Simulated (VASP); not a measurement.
Wanted: the native input for a VASP 6.6.1 run.

```yaml
Task: single point
Functional: PBEsol
Potentials_or_basis: VASP PAW PBE potentials, release 64 (Hg)
Cutoff: 520 eV
k_mesh: 1 × 1 × 1
Occupations: fermi-dirac, width 0.01 eV
Spin: collinear spin
Starting_moments: "[2.0] μB"
Dipole_correction: no
Further_INCAR_settings: ALGO = Normal; EDIFF = 1e-06; NBANDS = 16; ISYM = 0
```

The structure of Hg lies in POSCAR:

```
Hg
1.0
   14.0000000000      0.0000000000      0.0000000000
    0.0000000000     14.4000000000      0.0000000000
    0.0000000000      0.0000000000     14.8000000000
Hg
1
Direct
    0.5000000000      0.5000000000      0.5000000000
```

The input as run:

INCAR

```
PREC = Accurate ; ENCUT = 520
EDIFF = 1E-6 ; ISMEAR = -1
SIGMA = 0.01 ; LREAL = False
LASPH = True ; NELM = 150
ALGO = Normal ; ISIF = 2
LWAVE = False ; LCHARG = False
ISPIN = 2 ; MAGMOM = 2
LORBIT = 11 ; GGA = PS
NBANDS = 16 ; ISYM = 0
```

KPOINTS

```
Automatic mesh
0
Gamma
  1 1 1
```

Potentials or basis: VASP PAW PBE potentials, release 64 (Hg).

Command:

```console
$ cat potpaw_PBE.64/Hg/POTCAR > POTCAR
$ mpirun -np 1 vasp_gam > vasp.out
```

Results of the run:

```json
{"Pressure": "0.0 GPa", "Band gap on the k mesh": "5.88 eV", "Net moment": "0.00 μB per cell", "Valence electrons inside the program's atomic spheres": "Hg 10.44"}
```

Caveat: the PAW data sets were made with another functional, which shifts forces and pressure a little; spin-orbit coupling is left out, which moves the levels of the heavy elements.

It took 9.2 min on 1 thread of AMD EPYC 7R13 Processor (Zen 3) (shared host), peak memory 2.7 GiB.
